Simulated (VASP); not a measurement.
# AlC (Cmcm) in VASP: notebook, part 2 of 2

VASP 6.6.1. Earlier steps stand in the parts before.

### 4 Relaxation of cell and atoms, PBE

This run uses another cell than the first one, of 11.10 Å³/atom, 1.052 times its volume.

Input file INCAR:

```
  ALGO = Normal
  EDIFF = 1E-7
  EDIFFG = -0.04
  ENCUT = 600
  GGA = PE
  IBRION = 2
  ISIF = 3
  ISMEAR = 0
  LASPH = T
  LCHARG = F
  LREAL = F
  LWAVE = F
  NELM = 60
  NSW = 90
  PREC = Accurate
  SIGMA = 0.1
```

Input file KPOINTS:

```
k-points
0
Gamma
  6 6 6
```

Input file POSCAR:

```
AlC
1.0
    1.6178999367     -4.2688508466      0.0000000000
    1.6178999367      4.2688508466      0.0000000000
    0.0000000000      0.0000000000      3.2139363608
Al C
2 2
Direct
    0.8540000000      0.1460000000      0.7500000000
    0.1460000000      0.8540000000      0.2500000000
    0.5500000000      0.4500000000      0.7500000000
    0.4500000000      0.5500000000      0.2500000000
```

Potentials or basis: VASP PAW PBE potentials, release 64 (Al, C).

Run with:

```sh
$ cat potpaw_PBE.64/Al/POTCAR potpaw_PBE.64/C/POTCAR > POTCAR
$ mpirun -np 1 vasp_std > vasp.out
```

OUTCAR:

```text
EDIFF = 1E-7
   EDIFFG = -0.04
   ENCUT = 600
   GGA = PE
   IBRION = 2
   ISIF = 3
   ISMEAR = 0
   LASPH = T
   LREAL = F
   NELM = 60
   NSW = 90
   PREC = Accurate

 ion  position               nearest neighbor table
   1  0.854  0.146  0.750-   3 2.33   3 2.33   4 2.42   4 2.42   4 2.42   4 2.42   3 2.60   2 2.89
                             2 2.89   2 2.89   2 2.89   2 2.97   2 2.97
   2  0.146  0.854  0.250-   4 2.33   4 2.33   3 2.42   3 2.42   3 2.42   3 2.42   4 2.60   1 2.89
                             1 2.89   1 2.89   1 2.89   1 2.97   1 2.97
   3  0.550  0.450  0.750-   4 1.82   4 1.82   1 2.33   1 2.33   2 2.42   2 2.42   2 2.42   2 2.42
                             1 2.60
   4  0.450  0.550  0.250-   3 1.82   3 1.82   2 2.33   2 2.33   1 2.42   1 2.42   1 2.42   1 2.42
                             2 2.60

  LATTYP: Found a base centered orthorhombic cell.
 ALAT       =     3.2357998734
 B/A-ratio  =     2.6385135136
 C/A-ratio  =     0.9932432433

  Lattice vectors:

[... 645 lines left out ...]

 number of electron      14.0000001 magnetization

------------------------ aborting loop because EDIFF is reached ----------------------------------------
[... 71 lines left out ...]
--------------------------------------- Ionic step       38  -------------------------------------------

 number of electron      14.0000001 magnetization

 Free energy of the ion-electron system (eV)
  ---------------------------------------------------
  ext. energy  EPLUGINS =         0.00000000
  ---------------------------------------------------
  free energy    TOTEN  =       -23.16754783 eV

  energy without entropy =      -23.16041536  energy(sigma->0) =      -23.16398160

 E-fermi :   9.2438     XC(G=0): -11.2552

 val. band max:        9.2051079455   @ k =   0.1667   0.1667   0.1667
 cond. band min:       9.2658809982   @ k =   0.5000   0.1667   0.0000
 fundamental gap:      0.0607730528
 Fermi energy:         9.2438399872

 k-point     1 :       0.0000    0.0000    0.0000
  band No.  band energies     occupation
      1      -9.0466      2.00000
      2      -1.3267      2.00000
      3      -0.3369      2.00000
      4       4.1831      2.00000
      5       4.3865      2.00000
      6       8.3995      2.00000
      7      11.0298      0.00000
      8      11.8968      0.00000
      9      12.6265      0.00000
     10      14.6158      0.00000
     11      15.7329      0.00000
[... 353 lines left out ...]
  FREE ENERGIE OF THE ION-ELECTRON SYSTEM (eV)
  ---------------------------------------------------
  free  energy   TOTEN  =       -23.1675478305 eV

  energy  without entropy=      -23.1604153598  energy(sigma->0) =      -23.16398160

 reached required accuracy - stopping structural energy minimisation
```

CONTCAR:

```text
AlC
   1.00000000000000
     1.5007086934112619   -5.5558029284109622    0.0000000000000000
     1.5007086934112619    5.5558029284109622   -0.0000000000000000
     0.0000000000000000   -0.0000000000000000    2.5235957377096554
  Al              C
     2     2
Direct
     0.8447645722039105    0.1552354277960894    0.7500000000000000
     0.1552354277960894    0.8447645722039105    0.2500000000000000
     0.5348235216112515    0.4651764783887484    0.7500000000000000
     0.4651764783887484    0.5348235216112514    0.2500000000000000

  0.00000000E+00  0.00000000E+00  0.00000000E+00
  0.00000000E+00  0.00000000E+00  0.00000000E+00
  0.00000000E+00  0.00000000E+00  0.00000000E+00
  0.00000000E+00  0.00000000E+00  0.00000000E+00
```

Wall time 7.5 min (1 thread of Intel Xeon Platinum 8488C (Sapphire Rapids), shared host); peak memory 0.2 GiB.

What came out:

```
Free energy                            : -23.1675 eV
Relaxed volume                         : 10.52 Å³/atom
Relaxed cell                           : a = 5.755 Å, b = 5.755 Å, c = 2.524 Å, α = 90.00°, β = 90.00°, γ = 149.77°
Space group after relaxing (to 0.05 Å) : Cmcm (No. 63)
Energy gained by relaxing              : 704.5 meV/atom
Ionic steps                            : 38
Pressure after relaxing                : -0.2 GPa
Largest force after relaxing           : 0.037 eV/Å
Band gap on the k mesh                 : zero (band 7 reaches 12.47 eV, above the bottom of band 8 at 7.70 eV)
```

Forces on the atoms (eV/Å):
```
Al   0.000 -0.037  0.000
Al   0.000  0.037  0.000
C    0.000  0.020  0.000
C    0.000 -0.020  0.000
```

Step by step:
```
step  energy change (eV)  largest force (eV/Å)  pressure (GPa)  volume (Å³)
   1              0.0000                0.6895          -10.28        44.39
   2             -0.3781                1.0382           -0.96        39.95
   3             -0.4644                1.0672            6.62        37.83
   4             -0.7215                0.9614            8.12        37.00
   5             -0.6145                1.0782           32.51        34.23
   6             -0.9604                0.2865           13.91        35.97
   7             -0.9668                0.4720           17.41        35.57
   8             -1.1430                0.8160            8.41        37.74
   9             -1.1472                0.9040            6.65        38.27
  10             -1.2645                0.9120            0.18        39.68
  11             -1.2926                0.7953           -4.10        40.79
  12             -1.4137                1.1370           -3.44        40.79
  13             -1.7055                1.9341            1.49        40.78
  14             -1.6956                2.3446            4.11        40.76
  15             -1.7097                2.0849            2.33        40.77
  16             -1.7475                2.2067            3.07        40.81
  17             -1.8092                2.5786            6.07        40.93
  18             -1.8911                2.5834            5.67        41.10
  19             -2.1169                2.3145            4.30        41.62
  20             -2.4144                1.5590            2.17        42.60
  21             -2.4301                0.8732            1.67        44.39
  22             -2.5035                1.0773            1.43        43.62
  23             -2.5799                0.9907           -1.11        43.96
  24             -2.6789                0.7285           -6.66        44.81
  25             -2.7533                0.5622           -3.96        43.78
  26             -2.7856                0.7424           -0.22        42.65
  27             -2.8099                0.2164           -0.24        42.28
  28             -2.8127                0.0159           -0.11        42.12
  29             -2.8127                0.0179           -0.08        42.09
  30             -2.8137                0.0161            0.05        42.06
  31             -2.8159                0.0657            0.54        41.95
  32             -2.8122                0.0958            1.91        41.74
  33             -2.8162                0.0732            0.77        41.91
  34             -2.8168                0.0678            0.63        41.94
  35             -2.8175                0.0497            0.29        42.02
  36             -2.8175                0.0468            0.24        42.03
  37             -2.8177                0.0438            0.11        42.05
  38             -2.8178                0.0374           -0.16        42.08
```

Final structure:
```
Al C
1.0
     1.50071   -5.55580    0.00000
     1.50071    5.55580    0.00000
     0.00000    0.00000    2.52360
Al C
2 2
Direct
  0.84476 0.15524 0.75000
  0.15524 0.84476 0.25000
  0.53482 0.46518 0.75000
  0.46518 0.53482 0.25000
```

Levels at points of the mesh, in eV from the Fermi level:
```tsv
k point	band 3	band 4	band 5	band 6	band 7	band 8	band 9	band 10	band 11
(0.00, 0.00, 0.00)	-9.58	-5.06	-4.86	-0.84	1.79	2.65	3.38	5.37	6.49
(0.50, 0.00, 0.00)	-8.87	-6.50	-4.80	-3.83	-3.43	0.95	3.19	7.29	7.34
(0.50, 0.50, 0.00)	-5.63	-5.40	-5.06	-4.88	2.71	3.40	5.35	5.41	6.46
(0.00, 0.00, 0.50)	-6.25	-6.25	-3.34	-3.34	-0.23	-0.23	4.29	4.29	6.43
(0.50, 0.00, 0.50)	-5.13	-5.13	-4.47	-4.47	-0.77	-0.77	1.81	1.81	2.97
(0.50, 0.50, 0.50)	-6.88	-6.88	-1.37	-1.37	-0.24	-0.24	1.51	1.51	7.88
```

### 5 The runs side by side

```csv
task,cell,cutoff (eV),gap on the mesh (eV),pressure (GPa),largest force (eV/Å)
single point,"a = 5.782, b = 5.782, c = 2.519 Å, angles 90.0, 90.0, 149.9°, 4 atoms",520,none,0.3,0.04
single point,"a = 4.565, b = 4.565, c = 3.214 Å, angles 90.0, 90.0, 138.5°, 4 atoms",520,none,-10.2,0.69
relaxation of cell and atoms,"relaxed from a = 4.565, b = 4.565, c = 3.214 Å, angles 90.0, 90.0, 138.5°, 4 atoms",600,none,-0.2,0.04
```

Alike in all rows: level PBE; potentials or basis VASP PAW PBE potentials, release 64 (Al, C); no spin polarisation; k mesh 6 × 6 × 6; smearing gaussian 0.1 eV.

Caveats: some runs use coarse meshes.

Absolute energies hang on the potentials; compare differences alone.
